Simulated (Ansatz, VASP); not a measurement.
# AlNi2 in VASP and in Ansatz

```
Al Ni
1.0
     3.97400    0.00000    0.00000
    -1.98700    3.44159    0.00000
     0.00000    0.00000    4.90426
Al Ni
2 4
Direct
  0.33333 0.66667 0.18987
  0.66667 0.33333 0.81013
  0.33333 0.66667 0.68511
  0.66667 0.33333 0.31489
  0.00000 0.00000 0.50000
  0.00000 0.00000 0.00000
```

Alike in both runs: task single point; functional PBEsol; k mesh 12 × 12 × 8; no spin polarisation.

|  | VASP | Ansatz |
| --- | --- | --- |
| version | VASP 6.6.1 | Ansatz 0.2.0 |
| potentials or method | VASP PAW PBE potentials, release 64 (Al, Ni), cutoff 520 eV | scalar-relativistic, plane waves, PAW |
| occupations | methfessel-paxton of order 1, width 0.01 eV | cold, width 0.01 eV |
| valence electrons in the cell | 46 | 78 |

VASP gave:

```
gap on the k mesh at the Fermi level (eV) : none
pressure (GPa)                            : 0.2
rms of the force components (eV/Å)        : 0.022
```

Estimate Ansatz's values.

gap on the k mesh at the Fermi level (eV): none; pressure (GPa): 0.1; rms of the force components (eV/Å): 0.021.

VASP's potentials were made for PBE, not for PBEsol. Atom by atom the forces differ by 0.005 eV/Å (rms over components). A gap of «none» marks a metal or a gap that the smearing closes. VASP's potentials hold 46 valence electrons a cell and Ansatz's 78, so a difference there can come from the potentials and not from the codes.
